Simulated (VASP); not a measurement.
# TiAl3 in VASP: single point with PBEsol

Aim: the single point of TiAl3 with PBEsol.

Everything below comes from runs of VASP 6.6.1. Logs are shortened: lines on timing, memory, paths and dates and some standing lists are left out, and cuts for length are marked.

## (1) The cell of the first run

The typed cell holds 8 atoms: a = 3.815 Å, b = 3.815 Å, c = 8.555 Å, α = 90.01°, β = 90.00°, γ = 90.00°.

## (2) Single point, PBEsol

The input, INCAR:

```
SYSTEM = TiAl3
  PREC = Accurate
  ENCUT = 550
  EDIFF = 1E-6
  ISMEAR = 0
  SIGMA = 0.15
  LREAL = .FALSE.
  LASPH = .TRUE.
  NELM = 300
  ALGO = All
  ISIF = 2
  LWAVE = .FALSE.
  LCHARG = .FALSE.
  GGA = PS
  NBANDS = 31
  GGA_COMPAT = .FALSE.
  ISEARCH = 1
  KPAR = 4
```

The input, KPOINTS:

```
Automatic mesh
0
G
  10 10 4
  0 0 0
```

The input, POSCAR:

```
TiAl3
1.0
    0.0000652029     -3.8152767920     -0.0000743407
   -3.8150419786      0.0000666702      0.0001916166
    0.0004359279     -0.0001668471     -8.5549839104
Ti Al
2 6
Direct
    0.0000633857     -0.0000461845     -0.0000241468
    0.4999464186      0.5000124230      0.5000026544
    0.5000661791      0.4999571564     -0.0000152007
    0.9999170212      1.0000360054      0.5000327430
   -0.0000490672      0.5000608783      0.2500319870
    0.5000245095     -0.0000200471      0.7500193206
    0.4999985333      0.0000329906      0.2499704252
    0.0000330197      0.4999667778      0.7499822176
```

Potentials or basis: VASP PAW PBE potentials, release 64 (Ti_sv, Al).

Started as:

```
cat potpaw_PBE.64/Ti_sv/POTCAR potpaw_PBE.64/Al/POTCAR > POTCAR
mpirun -np 4 vasp_std > vasp.out
```

OUTCAR:

```text
SYSTEM = TiAl3
   PREC = Accurate
   ENCUT = 550
   EDIFF = 1E-6
   ISMEAR = 0
   LREAL = .FALSE.
   LASPH = .TRUE.
   NELM = 300
   ISIF = 2
   GGA = PS

 ion  position               nearest neighbor table
   1  0.000  1.000  1.000-   3 2.70   3 2.70   3 2.70   3 2.70   6 2.87   8 2.87   7 2.87   6 2.87
                             8 2.87   7 2.87   5 2.87   5 2.87
   2  0.500  0.500  0.500-   4 2.70   4 2.70   4 2.70   4 2.70   8 2.87   5 2.87   6 2.87   5 2.87
                             7 2.87   8 2.87   6 2.87   7 2.87
   3  0.500  0.500  1.000-   1 2.70   1 2.70   1 2.70   1 2.70   6 2.87   7 2.87   8 2.87   7 2.87
                             6 2.87   5 2.87   8 2.87   5 2.87
   4  1.000  0.000  0.500-   2 2.70   2 2.70   2 2.70   2 2.70   8 2.87   6 2.87   5 2.87   8 2.87
                             5 2.87   6 2.87   7 2.87   7 2.87
   5  1.000  0.500  0.250-   7 2.70   7 2.70   7 2.70   7 2.70   4 2.87   2 2.87   2 2.87   3 2.87
                             4 2.87   1 2.87   1 2.87   3 2.87
   6  0.500  1.000  0.750-   8 2.70   8 2.70   8 2.70   8 2.70   3 2.87   1 2.87   4 2.87   2 2.87
                             1 2.87   3 2.87   4 2.87   2 2.87
   7  0.500  0.000  0.250-   5 2.70   5 2.70   5 2.70   5 2.70   3 2.87   1 2.87   3 2.87   2 2.87
                             1 2.87   4 2.87   2 2.87   4 2.87
   8  0.000  0.500  0.750-   6 2.70   6 2.70   6 2.70   6 2.70   4 2.87   2 2.87   1 2.87   3 2.87
                             4 2.87   1 2.87   2 2.87   3 2.87

  LATTYP: Found a triclinic cell.
 ALAT       =     8.5309953025
 B/A-ratio  =     0.4472252836
 C/A-ratio  =     1.0979648741
 COS(alpha) =     0.0000215311
 COS(beta)  =     0.1821202206
 COS(gamma) =     0.8944351091

  Lattice vectors:

 A1 = (   3.8149115728,   7.6304869138,  -0.0000429352)
 A2 = (  -0.0000652029,   3.8152767920,   0.0000743407)
 A3 = (   3.8146060507,   0.0001001769,   8.5547922938)

Analysis of symmetry for initial positions (statically):
=====================================================================
 Subroutine PRICEL returns:
 Original cell was already a primitive cell.

 Routine SETGRP: Setting up the symmetry group for a
 triclinic supercell.

 Subroutine GETGRP returns: Found  1 space group operations
 (whereof  1 operations were pure point group operations)
 out of a pool of  2 trial point group operations.

The static configuration has the point symmetry C_1 .

Analysis of symmetry for dynamics (positions and initial velocities):
=====================================================================
 Subroutine PRICEL returns:
 Original cell was already a primitive cell.

 Routine SETGRP: Setting up the symmetry group for a
 triclinic supercell.

 Subroutine GETGRP returns: Found  1 space group operations
 (whereof  1 operations were pure point group operations)
 out of a pool of  2 trial point group operations.

The dynamic configuration has the point symmetry C_1 .

 Subroutine INISYM returns: Found  1 space group operations
 (whereof  1 operations are pure point group operations),
 and found     1 'primitive' translations

----------------------------------------------------------------------------------------

                                     Primitive cell

  volume of cell :     124.5216

  direct lattice vectors                    reciprocal lattice vectors
     0.000065203 -3.815276792 -0.000074341    -0.000004580 -0.262104181  0.000005112
    -3.815041979  0.000066670  0.000191617    -0.262120314 -0.000004479 -0.000013357
     0.000435928 -0.000166847 -8.554983910    -0.000005871  0.000002278 -0.116890927

  length of vectors
     3.815276793  3.815041984  8.554983923     0.262104182  0.262120315  0.116890928

  position of ions in fractional coordinates (direct lattice)
     0.000063386  0.999953815  0.999975853
     0.499946419  0.500012423  0.500002654
     0.500066179  0.499957156  0.999984799
     0.999917021  0.000036005  0.500032743
     0.999950933  0.500060878  0.250031987
     0.500024510  0.999979953  0.750019321
     0.499998533  0.000032991  0.249970425
     0.000033020  0.499966778  0.749982218

  ion indices of the primitive-cell ions
   primitive index   ion index
                 1           1
                 2           2
                 3           3
                 4           4
                 5           5
                 6           6
                 7           7
                 8           8

----------------------------------------------------------------------------------------

 KPOINTS: Automatic mesh

Automatic generation of k-mesh.
 Grid dimensions read from file:
 generate k-points for:   10   10    4

 Generating k-lattice:

  Cartesian coordinates                     Fractional coordinates (reciprocal lattice)
    -0.000000458 -0.026210418  0.000000511     0.100000000  0.000000000 -0.000000000
    -0.026212031 -0.000000448 -0.000001336     0.000000000  0.100000000  0.000000000
    -0.000001468  0.000000569 -0.029222732     0.000000000  0.000000000  0.250000000

  Length of vectors
     0.026210418  0.026212031  0.029222732

  Shift w.r.t. Gamma in fractional coordinates (k-lattice)
     0.000000000  0.000000000  0.000000000

 Subroutine IBZKPT returns following result:
 ===========================================

 Found    204 irreducible k-points:

 Following reciprocal coordinates:
            Coordinates               Weight
  0.000000  0.000000  0.000000      1.000000
  0.100000  0.000000  0.000000      2.000000
  0.200000  0.000000  0.000000      2.000000
  0.300000  0.000000  0.000000      2.000000
  0.400000  0.000000  0.000000      2.000000
  0.500000 -0.000000  0.000000      1.000000
[... 16 lines left out ...]
 -0.400000  0.200000 -0.000000      2.000000
 -0.300000  0.200000  0.000000      2.000000
 [... further k-points ...]
   k-points           NKPTS =    204   k-points in BZ     NKDIM =    204   number of bands    NBANDS=     31
   number of dos      NEDOS =    301   number of ions     NIONS =      8
   total plane-waves  NPLWV =  63000
   dimension x,y,z NGX =    30 NGY =   30 NGZ =   70
   dimension x,y,z NGXF=    60 NGYF=   60 NGZF=  140
   ions per type =               2   6
   NGX,Y,Z   is equivalent  to a cutoff of  13.07, 13.07, 13.60 a.u.
   NGXF,Y,Z  is equivalent  to a cutoff of  26.14, 26.15, 27.21 a.u.
 SYSTEM =  TiAl3
   PREC   = accura    normal or accurate (medium, high low for compatibility)
   ISTART =      0    job   : 0-new  1-cont  2-samecut
   ICHARG =      2    charge: 1-file 2-atom 10-const
   ISPIN  =      1    spin polarized calculation?
   LNONCOLLINEAR =      F non collinear calculations
   LSORBIT =      F    spin-orbit coupling
   LASPH  =      T    aspherical Exc in radial PAW
   ENCUT  =  550.0 eV  40.42 Ry    6.36 a.u.   7.30  7.30 16.36*2*pi/ulx,y,z
   NELM   =    300;   NELMIN=  2; NELMDL= -5     # of ELM steps
   EDIFF  = 0.1E-05   stopping-criterion for ELM
   LREAL  =      F    real-space projection
   EDIFFG = 0.1E-04   stopping-criterion for IOM
   NSW    =      0    number of steps for IOM
   IBRION =     -1    ionic relax: 0-MD 1-quasi-New 2-CG
   NFREE  =      0    steps in history (QN), initial steepest desc. (CG)
   ISIF   =      2    stress and relaxation
   ISYM   =      2    0-nonsym 1-usesym 2-fastsym
   POTIM  = 0.5000    time-step for ionic-motion
   TEBEG  =    0.0;   TEEND  =   0.0 temperature during run
   PSTRESS=    0.0 pullay stress
   NELECT =      42.0000    total number of electrons
   NUPDOWN=      -1.0000    fix difference up-down
   EMIN   =  10.00;   EMAX   =-10.00  energy-range for DOS
   EFERMI =   0.00;   METHOD = LEGACY
   ISMEAR =     0;   SIGMA  =   0.15  broadening in eV -4-tet -1-fermi 0-gaus
   EFERMI_NEDOS =   21; number of points for ismear=-14 and -15
   IALGO  =     58    algorithm
   IMIX   =      4    mixing-type and parameters
     AMIX     =   0.40;   BMIX     =  1.00
     AMIX_MAG =   1.60;   BMIX_MAG =  1.00
  volume/ion in A,a.u.               =      15.57       105.04
  Fermi-wavevector in a.u.,A,eV,Ry     =   1.139575  2.153485 17.668963  1.298632
  Thomas-Fermi vector in A             =   2.276279
   LORBIT       =      0    0 simple, 1 ext, 2 COOP (PROOUT), +10 PAW based schemes
   GGA     = PS    functional components
   LHFCALC =     F    Hartree Fock is set to
   AEXX    =    0.0000 exact exchange contribution
   IVDW    =     0    specifies the selected vdW correction
   LEPSILON=     F    determine dielectric tensor
   LRPA    =     F    only Hartree local field effects (RPA)
 non-spin polarized calculation
 Gauss-broadening in eV      SIGMA  =   0.15
  energy-cutoff  :      550.00
  volume of cell :      124.52
 maximum number of plane-waves:      3681
 NGX is ok and might be reduce to    30
   NGX = 15   NGY = 15   NGZ = 33

 number of electron      42.0000006 magnetization

 Free energy of the ion-electron system (eV)
  ---------------------------------------------------
  ext. energy  EPLUGINS =         0.00000000
  ---------------------------------------------------
  free energy    TOTEN  =       -44.47526229 eV

  energy without entropy =      -44.43764252  energy(sigma->0) =      -44.45645240

 E-fermi :   8.3280     XC(G=0): -10.8957

 val. band max:        8.3271451374   @ k =  -0.0000   0.2000   0.2500
 cond. band min:       8.3335670224   @ k =   0.2000   0.2000  -0.0000
 fundamental gap:      0.0064218850
 Fermi energy:         8.3280275023

 k-point     1 :       0.0000    0.0000    0.0000
  band No.  band energies     occupation
      1     -47.8591      2.00000
      2     -47.8570      2.00000
      3     -24.2822      2.00000
      4     -24.2821      2.00000
      5     -24.2801      2.00000
      6     -24.2801      2.00000
[... 23 lines left out ...]
     30      12.1945      0.00000
     31      12.1973      0.00000

 k-point     2 :       0.1000    0.0000    0.0000
  band No.  band energies     occupation
      1     -47.8590      2.00000
      2     -47.8569      2.00000
      3     -24.2850      2.00000
      4     -24.2829      2.00000
      5     -24.2819      2.00000
      6     -24.2798      2.00000
[... 23 lines left out ...]
     30      12.1803      0.00000
     31      12.9511      0.00000

 k-point     3 :       0.2000    0.0000    0.0000
  band No.  band energies     occupation
      1     -47.8586      2.00000
      2     -47.8565      2.00000
      3     -24.2923      2.00000
      4     -24.2903      2.00000
      5     -24.2814      2.00000
      6     -24.2793      2.00000
[... 23 lines left out ...]
     30      12.1568      0.00000
     31      12.7386      0.00000

 k-point     4 :       0.3000    0.0000    0.0000
  band No.  band energies     occupation
      1     -47.8582      2.00000
      2     -47.8561      2.00000
      3     -24.3014      2.00000
      4     -24.2993      2.00000
      5     -24.2808      2.00000
      6     -24.2787      2.00000
[... 23 lines left out ...]
     30      12.2914      0.00000
     31      12.6046      0.00000

 k-point     5 :       0.4000    0.0000    0.0000
  band No.  band energies     occupation
      1     -47.8578      2.00000
      2     -47.8557      2.00000
      3     -24.3087      2.00000
      4     -24.3066      2.00000
      5     -24.2802      2.00000
      6     -24.2782      2.00000
[... 23 lines left out ...]
     30      12.0442      0.00000
     31      12.3164      0.00000
[... 542 lines left out ...]
     30      11.9428      0.00000
     31      12.2156      0.00000

 k-point    22 :       0.5000    0.2000    0.0000
  band No.  band energies     occupation
      1     -47.8573      2.00000
      2     -47.8552      2.00000
      3     -24.3101      2.00000
      4     -24.3080      2.00000
      5     -24.2895      2.00000
      6     -24.2874      2.00000
[... 23 lines left out ...]
     30      11.8227      0.00000
     31      12.3320      0.00000

 k-point    23 :      -0.4000    0.2000   -0.0000
  band No.  band energies     occupation
      1     -47.8574      2.00000
      2     -47.8553      2.00000
      3     -24.3073      2.00000
      4     -24.3053      2.00000
      5     -24.2897      2.00000
      6     -24.2877      2.00000
[... 23 lines left out ...]
     30      11.9399      0.00000
     31      12.1979      0.00000

 k-point    24 :      -0.3000    0.2000    0.0000
  band No.  band energies     occupation
      1     -47.8577      2.00000
      2     -47.8556      2.00000
      3     -24.3002      2.00000
      4     -24.2982      2.00000
      5     -24.2904      2.00000
      6     -24.2884      2.00000
[... 23 lines left out ...]
     30      11.6578      0.00000
     31      12.7366      0.00000

 [... further k-points ...]

------------------------ aborting loop because EDIFF is reached ----------------------------------------

  FORCE on cell =-STRESS in cart. coord.  units (eV):
  Direction    XX          YY          ZZ          XY          YZ          ZX
  --------------------------------------------------------------------------------------
  -------------------------------------------------------------------------------------
  Total        0.1090777      0.1028464      0.0665814      0.0036225     -0.0026571      0.0081841
  in kB        1.4034665      1.3232906      0.8566804      0.0466096     -0.0341874      0.1053023
  external PRESSURE =       1.1944792 kB  Pullay stress =       0.0000000 kB

 VOLUME and BASIS-vectors are now :
 -----------------------------------------------------------------------------
  energy-cutoff  :      550.00
  volume of cell :      124.52
      direct lattice vectors                 reciprocal lattice vectors
     0.000065203 -3.815276792 -0.000074341    -0.000004580 -0.262104181  0.000005112
    -3.815041979  0.000066670  0.000191617    -0.262120314 -0.000004479 -0.000013357
     0.000435928 -0.000166847 -8.554983910    -0.000005871  0.000002278 -0.116890927

 POSITION                                       TOTAL-FORCE (eV/Angst)
 -----------------------------------------------------------------------------------
     -3.81443     -0.00034     -8.55459        -0.001203      0.001417     -0.002125
     -1.90732     -1.90748     -4.27746        -0.000291     -0.000718      0.000590
     -1.90689     -1.90802     -8.55480        -0.000321      0.000641     -0.000742
      0.00015     -3.81504     -4.27785         0.000776     -0.001445      0.001254
     -1.90758     -3.81510     -2.13900         0.001341     -0.001515      0.002652
     -3.81461     -1.90779     -6.41625         0.000470      0.000453      0.000771
      0.00002     -1.90767     -2.13853        -0.000001      0.000963     -0.000930
     -1.90707     -0.00022     -6.41599        -0.000772      0.000205     -0.001471
 -----------------------------------------------------------------------------------
    total drift:                               -0.000054     -0.000060      0.000008

  FREE ENERGIE OF THE ION-ELECTRON SYSTEM (eV)
  ---------------------------------------------------
  free  energy   TOTEN  =       -44.4752622875 eV

  energy  without entropy=      -44.4376405742  energy(sigma->0) =      -44.45645143
```

Run time: 10 min. Hardware: 4 MPI ranks of AMD EPYC 7R43 (Zen 3), shared host; peak memory 1.4 GiB.

What came out:

```yaml
Free_energy: -44.4753 eV
Pressure: 0.1 GPa
Largest_force: 0.003 eV/Å
Band_gap_on_the_k_mesh: zero (bands 21 and 22 overlap by 2.18 eV)
```

Forces on the atoms (eV/Å):
```
Ti  -0.001  0.001 -0.002
Ti   0.000 -0.001  0.001
Al   0.000  0.001 -0.001
Al   0.001 -0.001  0.001
Al   0.001 -0.002  0.003
Al   0.000  0.000  0.001
Al   0.000  0.001 -0.001
Al  -0.001  0.000 -0.001
```

Levels at points of the mesh, in eV from the Fermi level:
```tsv
k point	band 19	band 20	band 21	band 22	band 23	band 24
(0.00, 0.00, 0.00)	-0.90	-0.24	0.71	0.71	0.85	0.97
(0.50, 0.00, 0.00)	-1.00	-1.00	0.25	0.25	1.83	1.83
(0.00, 0.50, 0.00)	-1.00	-1.00	0.25	0.25	1.83	1.83
(0.50, 0.50, 0.00)	-2.21	-2.21	-1.00	-1.00	1.79	1.81
(0.00, 0.00, 0.50)	-0.23	-0.23	0.91	0.91	1.21	1.21
(0.50, 0.00, 0.50)	-0.27	-0.27	0.51	0.51	1.83	1.82
(0.00, 0.50, 0.50)	-0.27	-0.27	0.51	0.51	1.83	1.83
(0.50, 0.50, 0.50)	-1.83	-1.83	-1.16	-1.16	0.86	0.86
```

Caveat: the PAW data sets were made with another functional, which shifts forces and pressure a little.
